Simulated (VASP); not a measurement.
# SiNi (Pmmn) in VASP: a series of runs

Runs on SiNi. Level: LDA. Tasks: electric field gradients.

All numbers are computed with VASP 6.6.1; they aren't measurements. Logs are shortened: lines on timing, memory, paths and dates and some standing lists are left out, and cuts for length are marked.

### 1 The cell of the first run

Symmetry: Pmmn, No. 59, orthorhombic system. Conventional cell: a = 3.006 Å, b = 3.252 Å, c = 4.666 Å, α = 90.00°, β = 90.00°, γ = 90.00°. Si (site symmetry mm2) has 6 Ni at 2.32 to 2.38 Å and 6 Si at 2.66 to 3.01 Å within 3.1 Å. Ni (site symmetry mm2) has 6 Si at 2.32 to 2.38 Å and 6 Ni at 2.65 to 3.01 Å within 3.1 Å.

### 2 Electric field gradients, LDA, collinear spin, ferromagnetic start (11.40 Å³/atom)

The input, INCAR:

```
PREC     = Accurate       # precision mode
ENCUT    = 520            # plane-wave cutoff, eV
EDIFF    = 1E-8           # SCF threshold, eV
ISMEAR   = -1             # smearing method
SIGMA    = 0.05           # smearing width, eV
LREAL    = F              # projectors in reciprocal space
LASPH    = T              # aspherical terms in the spheres
NELM     = 200            # most SCF steps
ALGO     = Normal         # electronic algorithm
ISIF     = 2              # what is computed and relaxed
LWAVE    = F              # write WAVECAR
LCHARG   = F              # write CHGCAR
ISPIN    = 2              # spin polarisation
MAGMOM   = 0 0 1.5 1.5    # initial moments
LORBIT   = 11             # projections on sites
LMAXMIX  = 4              # l up to which the mixer works
GGA      = CA             # functional
LEFG     = T            
NBANDS   = 26             # bands
GGA_COMPAT= F
```

The input, KPOINTS:

```
Automatic mesh
0
Gamma
  11 10 7
```

The input, POSCAR:

```
SiNi
1.0
    3.0063065020      0.0000000000      0.0000000000
    0.0000000000      3.2515295394      0.0000000000
    0.0000000000      0.0000000000      4.6662304594
Si Ni
2 2
Direct
    0.5000000000      0.5000000000      0.8423000000
    0.0000000000      0.0000000000      0.1577000000
    0.5000000000      0.5000000000      0.3442200000
    0.0000000000      0.0000000000      0.6557800000
```

Potentials or basis: VASP PAW LDA potentials, release 64 (Si, Ni).

Run with:

```bash
$ cat potpaw_LDA.64/Si/POTCAR potpaw_LDA.64/Ni/POTCAR > POTCAR
$ mpirun -np 1 vasp_std > vasp.out
```

OUTCAR:

```text
PREC = Accurate
   ENCUT = 520
   EDIFF = 1E-8
   ISMEAR = -1
   LREAL = F
   LASPH = T
   NELM = 200
   ISIF = 2
   ISPIN = 2
   LORBIT = 11
   GGA = CA

 ion  position               nearest neighbor table
   1  0.500  0.500  0.842-   3 2.32   3 2.34   4 2.38   4 2.38   4 2.38   4 2.38   2 2.66   2 2.66
                             2 2.66   2 2.66
   2  0.000  0.000  0.158-   4 2.32   4 2.34   3 2.38   3 2.38   3 2.38   3 2.38   1 2.66   1 2.66
                             1 2.66   1 2.66
   3  0.500  0.500  0.344-   1 2.32   1 2.34   2 2.38   2 2.38   2 2.38   2 2.38   4 2.65   4 2.65
                             4 2.65   4 2.65
   4  0.000  0.000  0.656-   2 2.32   2 2.34   1 2.38   1 2.38   1 2.38   1 2.38   3 2.65   3 2.65
                             3 2.65   3 2.65

  LATTYP: Found a simple orthorhombic cell.
 ALAT       =     3.0063065020
 B/A-ratio  =     1.0815695396
 C/A-ratio  =     1.5521472798

  Lattice vectors:

 A1 = (   3.0063065020,   0.0000000000,   0.0000000000)
 A2 = (   0.0000000000,   3.2515295394,   0.0000000000)
 A3 = (   0.0000000000,   0.0000000000,   4.6662304594)

Analysis of symmetry for initial positions (statically):
=====================================================================
 Subroutine PRICEL returns:
 Original cell was already a primitive cell.

 Routine SETGRP: Setting up the symmetry group for a
 simple orthorhombic supercell.

 Subroutine GETGRP returns: Found  8 space group operations
 (whereof  4 operations were pure point group operations)
 out of a pool of  8 trial point group operations.

The static configuration has the point symmetry C_2v.
 The point group associated with its full space group is D_2h.

Analysis of symmetry for dynamics (positions and initial velocities):
=====================================================================
 Subroutine PRICEL returns:
 Original cell was already a primitive cell.

 Routine SETGRP: Setting up the symmetry group for a
 simple orthorhombic supercell.

 Subroutine GETGRP returns: Found  8 space group operations
 (whereof  4 operations were pure point group operations)
 out of a pool of  8 trial point group operations.

The dynamic configuration has the point symmetry C_2v.
 The point group associated with its full space group is D_2h.

Analysis of structural, dynamic, and magnetic symmetry:
=====================================================================
 Subroutine PRICEL returns:
 Original cell was already a primitive cell.

 Routine SETGRP: Setting up the symmetry group for a
 simple orthorhombic supercell.

 Subroutine GETGRP returns: Found  8 space group operations
 (whereof  4 operations were pure point group operations)
 out of a pool of  8 trial point group operations.

The overall configuration has the point symmetry C_2v.
 The point group associated with its full space group is D_2h.

 Subroutine INISYM returns: Found  8 space group operations
 (whereof  4 operations are pure point group operations),
 and found     1 'primitive' translations

----------------------------------------------------------------------------------------

                                     Primitive cell

  volume of cell :      45.6128

  direct lattice vectors                    reciprocal lattice vectors
     3.006306502  0.000000000  0.000000000     0.332634081  0.000000000  0.000000000
     0.000000000  3.251529539  0.000000000     0.000000000  0.307547567  0.000000000
     0.000000000  0.000000000  4.666230459     0.000000000  0.000000000  0.214305746

  length of vectors
     3.006306502  3.251529539  4.666230459     0.332634081  0.307547567  0.214305746

  position of ions in fractional coordinates (direct lattice)
     0.500000000  0.500000000  0.842300000
     0.000000000  0.000000000  0.157700000
     0.500000000  0.500000000  0.344220000
     0.000000000  0.000000000  0.655780000

  ion indices of the primitive-cell ions
   primitive index   ion index
                 1           1
                 2           2
                 3           3
                 4           4

----------------------------------------------------------------------------------------

 KPOINTS: Automatic mesh

Automatic generation of k-mesh.
 Grid dimensions read from file:
 generate k-points for:   11   10    7

 Generating k-lattice:

  Cartesian coordinates                     Fractional coordinates (reciprocal lattice)
     0.030239462  0.000000000  0.000000000     0.090909091  0.000000000  0.000000000
     0.000000000  0.030754757  0.000000000     0.000000000  0.100000000  0.000000000
     0.000000000  0.000000000  0.030615107     0.000000000  0.000000000  0.142857143
[... 49 lines left out ...]
   ISTART =      0    job   : 0-new  1-cont  2-samecut
   ICHARG =      2    charge: 1-file 2-atom 10-const
   ISPIN  =      2    spin polarized calculation?
   LNONCOLLINEAR =      F non collinear calculations
   LSORBIT =      F    spin-orbit coupling
   LASPH  =      T    aspherical Exc in radial PAW
   ENCUT  =  520.0 eV  38.22 Ry    6.18 a.u.   5.59  6.05  8.68*2*pi/ulx,y,z
   NELM   =    200;   NELMIN=  2; NELMDL= -5     # of ELM steps
   EDIFF  = 0.1E-07   stopping-criterion for ELM
   LREAL  =      F    real-space projection
   EDIFFG = 0.1E-06   stopping-criterion for IOM
   NSW    =      0    number of steps for IOM
   IBRION =     -1    ionic relax: 0-MD 1-quasi-New 2-CG
   NFREE  =      0    steps in history (QN), initial steepest desc. (CG)
   ISIF   =      2    stress and relaxation
   ISYM   =      2    0-nonsym 1-usesym 2-fastsym
   POTIM  = 0.5000    time-step for ionic-motion
   TEBEG  =    0.0;   TEEND  =   0.0 temperature during run
   PSTRESS=    0.0 pullay stress
   NELECT =      28.0000    total number of electrons
   NUPDOWN=      -1.0000    fix difference up-down
   EMIN   =  10.00;   EMAX   =-10.00  energy-range for DOS
   EFERMI =   0.00;   METHOD = LEGACY
   ISMEAR =    -1;   SIGMA  =   0.05  broadening in eV -4-tet -1-fermi 0-gaus
   EFERMI_NEDOS =   21; number of points for ismear=-14 and -15
   IALGO  =     38    algorithm
   IMIX   =      4    mixing-type and parameters
     AMIX     =   0.40;   BMIX     =  1.00
     AMIX_MAG =   1.60;   BMIX_MAG =  1.00
  volume/ion in A,a.u.               =      11.40        76.95
  Fermi-wavevector in a.u.,A,eV,Ry     =   1.391335  2.629242 26.338346  1.935814
  Thomas-Fermi vector in A             =   2.515184
   LORBIT       =     11    0 simple, 1 ext, 2 COOP (PROOUT), +10 PAW based schemes
   GGA     = CA    functional components
   LHFCALC =     F    Hartree Fock is set to
   AEXX    =    0.0000 exact exchange contribution
   IVDW    =     0    specifies the selected vdW correction
   LEPSILON=     F    determine dielectric tensor
   LRPA    =     F    only Hartree local field effects (RPA)
 spin polarized calculation
  energy-cutoff  :      520.00
  volume of cell :       45.61
 maximum number of plane-waves:      1244
 NGX is ok and might be reduce to    24
   NGX = 11   NGY = 13   NGZ = 17

 number of electron      28.0000002 magnetization       0.0000171

 number of electron      28.0000002 magnetization      -0.0000030

 Free energy of the ion-electron system (eV)
  ---------------------------------------------------
  ext. energy  EPLUGINS =         0.00000000
  ---------------------------------------------------
  free energy    TOTEN  =       -27.28438515 eV

  energy without entropy =      -27.27326157  energy(sigma->0) =      -27.27882336

 E-fermi :  11.3986     XC(G=0): -12.7564

 val. band max:       11.3938538027   @ k =   0.3636   0.3000   0.4286
 cond. band min:      11.4126994778   @ k =   0.0909   0.2000   0.4286
 fundamental gap:      0.0188456751
 Fermi energy:        11.3986099057

 spin component 1

 k-point     1 :       0.0000    0.0000    0.0000
  band No.  band energies     occupation
      1      -2.5139      1.00000
      2       3.2710      1.00000
      3       4.9061      1.00000
      4       7.1846      1.00000
      5       7.7892      1.00000
      6       8.3437      1.00000
[... 685 lines left out ...]
     25      27.4104      0.00000
     26      28.0236      0.00000

 [... further k-points ...]

 spin component 2

 k-point     1 :       0.0000    0.0000    0.0000
  band No.  band energies     occupation
      1      -2.5139      1.00000
      2       3.2710      1.00000
      3       4.9061      1.00000
      4       7.1846      1.00000
      5       7.7892      1.00000
      6       8.3437      1.00000
[... 685 lines left out ...]
     25      27.4104      0.00000
     26      28.0236      0.00000

 [... further k-points ...]
[... 5 lines left out ...]
  --------------------------------------------------------------------------------------
  -------------------------------------------------------------------------------------
  Total       -1.6442541     -1.7526728     -1.7377272      0.0000000      0.0000000      0.0000000
  in kB      -57.7553704    -61.5636377    -61.0386661      0.0000000      0.0000000      0.0000000
  external PRESSURE =     -60.1192248 kB  Pullay stress =       0.0000000 kB

 VOLUME and BASIS-vectors are now :
 -----------------------------------------------------------------------------
  energy-cutoff  :      520.00
  volume of cell :       45.61
      direct lattice vectors                 reciprocal lattice vectors
     3.006306502  0.000000000  0.000000000     0.332634081  0.000000000  0.000000000
     0.000000000  3.251529539  0.000000000     0.000000000  0.307547567  0.000000000
     0.000000000  0.000000000  4.666230459     0.000000000  0.000000000  0.214305746

 POSITION                                       TOTAL-FORCE (eV/Angst)
 -----------------------------------------------------------------------------------
      1.50315      1.62576      3.93037         0.000000      0.000000     -0.127718
      0.00000      0.00000      0.73586         0.000000      0.000000      0.127718
      1.50315      1.62576      1.60621         0.000000      0.000000     -0.118948
      0.00000      0.00000      3.06002         0.000000      0.000000      0.118948
 -----------------------------------------------------------------------------------
    total drift:                                0.000000      0.000000     -0.000000

  FREE ENERGIE OF THE ION-ELECTRON SYSTEM (eV)
  ---------------------------------------------------
  free  energy   TOTEN  =       -27.2843851481 eV

  energy  without entropy=      -27.2732615731  energy(sigma->0) =      -27.27882336

 Electric field gradients (V/A^2)
---------------------------------------------------------------------
 ion       V_xx      V_yy      V_zz      V_xy      V_xz      V_yz
---------------------------------------------------------------------
   1      25.906     9.441   -35.347     0.000     0.000     0.000
   2      25.906     9.441   -35.347    -0.000    -0.000     0.000
   3       8.708     9.504   -18.212    -0.000    -0.000    -0.000
   4       8.708     9.504   -18.212     0.000    -0.000    -0.000
---------------------------------------------------------------------

 Electric field gradients after diagonalization (V/A^2)
 (convention: |V_zz| > |V_xx| > |V_yy|)
----------------------------------------------------------------------
 ion       V_xx      V_yy      V_zz     asymmetry (V_yy - V_xx)/ V_zz
----------------------------------------------------------------------
   1      25.906     9.441   -35.347       0.466
   2      25.906     9.441   -35.347       0.466
   3       9.504     8.708   -18.212       0.044
   4       9.504     8.708   -18.212       0.044
----------------------------------------------------------------------

           NMR quadrupolar parameters

 Cq : quadrupolar parameter    Cq=e*Q*V_zz/h
 eta: asymmetry parameters     (V_yy - V_xx)/ V_zz
 Q  : nuclear electric quadrupole moment in mb (millibarn)
----------------------------------------------------------------------
 ion       Cq(MHz)       eta       Q (mb)
----------------------------------------------------------------------
   1      -0.085       0.466       1.000
   2      -0.085       0.466       1.000
   3      -0.044       0.044       1.000
   4      -0.044       0.044       1.000
----------------------------------------------------------------------

 total charge

# of ion       s       p       d       tot
------------------------------------------
    1        0.756   0.869   0.000   1.625
    2        0.756   0.869   0.000   1.625
    3        0.487   0.620   8.491   9.598
    4        0.487   0.620   8.491   9.598
--------------------------------------------------
tot          2.486   2.978  16.982  22.446

 magnetization (x)

# of ion       s       p       d       tot
------------------------------------------
    1       -0.000  -0.000   0.000  -0.000
    2       -0.000  -0.000   0.000  -0.000
    3        0.000   0.000  -0.000  -0.000
    4        0.000   0.000  -0.000  -0.000
--------------------------------------------------
tot         -0.000  -0.000  -0.000  -0.000
```

It took 3.5 min on 1 thread of Intel Xeon Platinum 8259CL at 2.50GHz (Skylake/Cascade Lake), shared host; peak memory 0.33 GiB.

Results:

```yaml
Free_energy: -27.2844 eV
Pressure: -6.0 GPa
Largest_force: 0.128 eV/Å
Band_gap_on_the_k_mesh: zero (filled and empty bands overlap)
Net_moment: 0.00 μB per cell
Largest_electric_field_gradient_by_atom: Si -35.3; Ni -18.2 V/Å²
Valence_electrons_inside_the_program's_atomic_spheres: Si 1.62; Ni 9.60
```

Forces in eV/Å, atoms in the order of the input:
```
Si   0.000  0.000 -0.128
Si   0.000  0.000  0.128
Ni   0.000  0.000 -0.119
Ni   0.000  0.000  0.119
```

Electric field gradients, principal values (V/Å²):
```csv
atom,least,middle,greatest (by size)
1 Si,9.441,25.906,-35.347
2 Si,9.441,25.906,-35.347
3 Ni,8.708,9.504,-18.212
4 Ni,8.708,9.504,-18.212
```

Caveat: the cell stands under tension; the moments typed at the start vanished in this run; without QUAD_EFG the Cq values of the log hold for a quadrupole moment of 1 mb, not for the nuclei.

[end of part 1 of 4]
